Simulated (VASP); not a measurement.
Input of a VASP 6.6.1 run:

INCAR

```
PREC = Accurate ; ENCUT = 520
EDIFF = 1E-7 ; ISMEAR = -1
SIGMA = 0.08 ; LREAL = False
LASPH = True ; NELM = 60
ALGO = Normal ; ISIF = 2
LWAVE = False ; LCHARG = False
GGA = PS ; NBANDS = 16
```

The input KPOINTS:

```
Automatic mesh
0
Gamma
  13 13 13
```

POSCAR

```
CdS
1.0
    0.0000000000      2.5859695187      2.5859695187
    2.5859695187      0.0000000000      2.5859695187
    2.5859695187      2.5859695187      0.0000000000
Cd S
1 1
Direct
    0.0000000000      0.0000000000      0.0000000000
    0.5000000000      0.5000000000      0.5000000000
```

Potentials or basis: VASP PAW PBE potentials, release 64 (Cd, S).

Run with:

```bash
$ cat potpaw_PBE.64/Cd/POTCAR potpaw_PBE.64/S/POTCAR > POTCAR
$ mpirun -np 1 vasp_std > vasp.out
```

**Question.** What does it give for the pressure?

**Answer.** 15.5 GPa.

Caveat: the PAW data sets were made with another functional, which shifts forces and pressure a little.
